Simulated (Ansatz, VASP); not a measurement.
**Ca in VASP and in Ansatz**

File POSCAR:

```
Ca
1.0
   -2.2052049036      2.2052049036      2.1961148100
    2.2052049036     -2.2052049036      2.1961148100
    2.2052049036      2.2052049036     -2.1961148100
Ca
1
Direct
    0.5000000000      0.5000000000      0.0000000000
```

The input INCAR.step1:

```
  PREC = Accurate
  ENCUT = 520
  ISMEAR = 0
  SIGMA = 0.15
  LREAL = False
  LASPH = True
  NELM = 100
  NBANDS = 11
  GGA = PE
  ALGO = Normal
  EDIFF = 1E-4
  LWAVE = True
  LCHARG = False
```

Contents of INCAR.step2:

```
  PREC = Accurate
  ENCUT = 520
  EDIFF = 1E-6
  ISMEAR = 0
  SIGMA = 0.15
  LREAL = False
  LASPH = True
  NELM = 100
  ALGO = Normal
  ISIF = 2
  LWAVE = False
  LCHARG = True
  METAGGA = R2SCAN
  LMIXTAU = True
  LELF = True
  LVHAR = True
  NBANDS = 11
  ISTART = 1
```

The input KPOINTS:

```
regular mesh
0
Gamma
  18 18 18
```

Input for Ansatz:

```yaml
crystal:
  lattice:
    - [-2.2052049036, 2.2052049036, 2.19611481]
    - [2.2052049036, -2.2052049036, 2.19611481]
    - [2.2052049036, 2.2052049036, -2.19611481]
  atoms:
    - { symbol: Ca, position: [0.5, 0.5, 0.0] }
basis:
  ecutwfc: 500
kpoints:
  mp_grid: { grid: [18, 18, 18] }
hamiltonian:
  xc: r2scan
scf:
  occupations: { method: gaussian, width: 0.15 }
output:
  forces: true
  stress: true
  eigenvalues: true
```

Alike in both runs: task single point; functional r2SCAN; k mesh 18 × 18 × 18; occupations gaussian, width 0.15 eV; no spin polarisation.

|  | VASP | Ansatz |
| --- | --- | --- |
| version | VASP 6.6.1 | Ansatz 0.2.0 |
| potentials or method | VASP PAW PBE potentials, release 64 (Ca_sv), cutoff 520 eV | scalar-relativistic, plane waves, PAW |
| valence electrons in the cell | 10 | 10 |

```tsv
	VASP	Ansatz	Ansatz less VASP
gap on the k mesh at the Fermi level (eV)	none	none	-
pressure (GPa)	0.3	0.2	-0.06
```

VASP's potentials were made for PBE, not for r2SCAN. A gap of «none» marks a metal or a gap that the smearing closes. With one functional, cell and mesh, what is left measures potentials, basis and numerics.
